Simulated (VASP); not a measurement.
A run of VASP 6.6.1 is set up as follows.

The input INCAR:

```
PREC = Accurate ; ENCUT = 520
EDIFF = 1E-7 ; ISMEAR = 0
SIGMA = 0.1 ; LREAL = False
LASPH = True ; NELM = 80
ALGO = Normal ; ISIF = 2
LWAVE = False ; LCHARG = False
GGA = PE ; NBANDS = 26
```

Contents of KPOINTS:

```
regular mesh
0
Gamma
  12 12 8
```

Contents of POSCAR:

```
InB2As3
1.0
    5.3990427316      0.0000000000      0.0000000000
   -2.6995213658      4.6757081616      0.0000000000
    0.0000000000      0.0000000000      5.8042232908
In B As
1 2 3
Direct
    0.0000000000      0.0000000000      0.0000000000
    0.0000000000      0.0000000000      0.6348276633
    0.0000000000      0.0000000000      0.3651723367
    0.5000000000      0.0000000000      0.5000000000
    0.0000000000      0.5000000000      0.5000000000
    0.5000000000      0.5000000000      0.5000000000
```

Potentials or basis: VASP PAW PBE potentials, release 64 (In_d, B, As).

The run is started by

```sh
$ cat potpaw_PBE.64/In_d/POTCAR potpaw_PBE.64/B/POTCAR potpaw_PBE.64/As/POTCAR > POTCAR
$ mpirun -np 1 vasp_std > vasp.out
```

Question: What does it give for the pressure?

Answer: 0.0 GPa.

Question: Estimate the largest force.

Answer: 0.036 eV/Å.

Question: Predict the band gap on the k mesh.

Answer: Zero (band 17 reaches 3.80 eV, above the bottom of band 18 at 2.66 eV).

Stress tensor (GPa, compression positive):
```
 0.05  0.00  0.00
 0.00  0.05  0.00
 0.00  0.00 -0.11
```

Caveat: spin-orbit coupling is left out, which moves the levels of the heavy elements.
